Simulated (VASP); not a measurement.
Write the native input for VASP 6.6.1 that does the following.

- Task: single point
- Functional: LDA
- Potentials or basis: VASP PAW LDA potentials, release 64 (B, N)
- Cutoff: 600 eV
- k mesh: 9 × 9 × 3
- Occupations: gaussian, width 0.01 eV
- Spin: no spin polarisation
- Dipole correction: no
- Further INCAR settings: ALGO = Normal; EDIFF = 1e-06; NBANDS = 16

The structure of BN lies in POSCAR:

```
BN
1.0
    2.4982400000      0.0000000000      0.0000000000
   -1.2491200000      2.1635390000      0.0000000000
    0.0000000000      0.0000000000      6.6357000000
B N
2 2
Direct
    0.3333333333      0.6666666667      0.2500000000
    0.6666666667      0.3333333333      0.7500000000
    0.3333333333      0.6666666667      0.7500000000
    0.6666666667      0.3333333333      0.2500000000
```

One way to write it, as run:

INCAR

```
SYSTEM = BN
  PREC = Accurate
  ENCUT = 600
  EDIFF = 1E-6
  ISMEAR = 0
  SIGMA = 0.01
  LREAL = .FALSE.
  LASPH = .TRUE.
  NELM = 120
  ALGO = Normal
  ISIF = 2
  LWAVE = .FALSE.
  LCHARG = .FALSE.
  GGA = CA
  NBANDS = 16
  GGA_COMPAT = .FALSE.
```

KPOINTS

```
Automatic mesh
0
G
  9 9 3
  0 0 0
```

Potentials or basis: VASP PAW LDA potentials, release 64 (B, N).

Command:

```console
$ cat potpaw_LDA.64/B/POTCAR potpaw_LDA.64/N/POTCAR > POTCAR
$ mpirun -np 1 vasp_std > vasp.out
```

It gave:

- Pressure: -2.7 GPa
- Band gap on the k mesh: 4.24 eV (least direct gap 4.52 eV)

Caveat: an odd mesh through Γ misses points on the zone boundary, where band edges can lie.

Run time: 6.1 s on 1 thread of Intel(R) Xeon(R) 6975P-C (Granite Rapids) (shared host), peak memory 0.13 GiB.
